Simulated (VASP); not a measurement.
A run of VASP 6.6.1 is set up as follows.

Contents of POSCAR:

```
Cu
1.0
    2.4823658959      0.0000000000      0.0000000000
   -1.2411829479      2.1497919273      0.0000000000
    0.0000000000      0.0000000000      4.0286174227
Cu
2
Direct
    0.6666666667      0.3333333333      0.7500000000
    0.3333333333      0.6666666667      0.2500000000
```

Contents of INCAR.step1:

```
PREC = Accurate
ENCUT = 520
EDIFF = 1E-5
ISMEAR = -1
SIGMA = 0.05
LREAL = F
LASPH = T
NELM = 60
ALGO = Normal
ISIF = 2
LWAVE = T
LCHARG = F
GGA = PE
NBANDS = 18
```

The input INCAR.step2:

```
PREC = Accurate
ENCUT = 520
EDIFF = 1E-6
ISMEAR = -1
SIGMA = 0.05
LREAL = F
LASPH = T
NELM = 60
ALGO = Normal
ISIF = 2
LWAVE = F
LCHARG = F
GGA = PE
LHFCALC = T
AEXX = 0.25
PRECFOCK = Normal
ISTART = 1
NBANDS = 18
```

File KPOINTS:

```
regular mesh
0
Gamma
  6 6 4
```

Potentials or basis: VASP PAW PBE potentials, release 64 (Cu).

Launch:

```console
$ cat potpaw_PBE.64/Cu/POTCAR > POTCAR
$ cp INCAR.step1 INCAR
$ mpirun -np 1 vasp_std > vasp.out
$ cp INCAR.step2 INCAR
$ mpirun -np 1 vasp_std > vasp.out
```

What does it give for the band gap on the k mesh?

Zero (bands 11 and 12 overlap by 9.12 eV).

What does it give for the pressure?

20.1 GPa.

Stress tensor (GPa, compression positive):
```
21.16  0.00  0.00
 0.00 21.16  0.00
 0.00  0.00 18.08
```

Caveat: the k points lie up to 0.49 Å⁻¹ apart, too coarse for converged energies and pressures of a metal; the PAW data sets were made with another functional, which shifts forces and pressure a little.
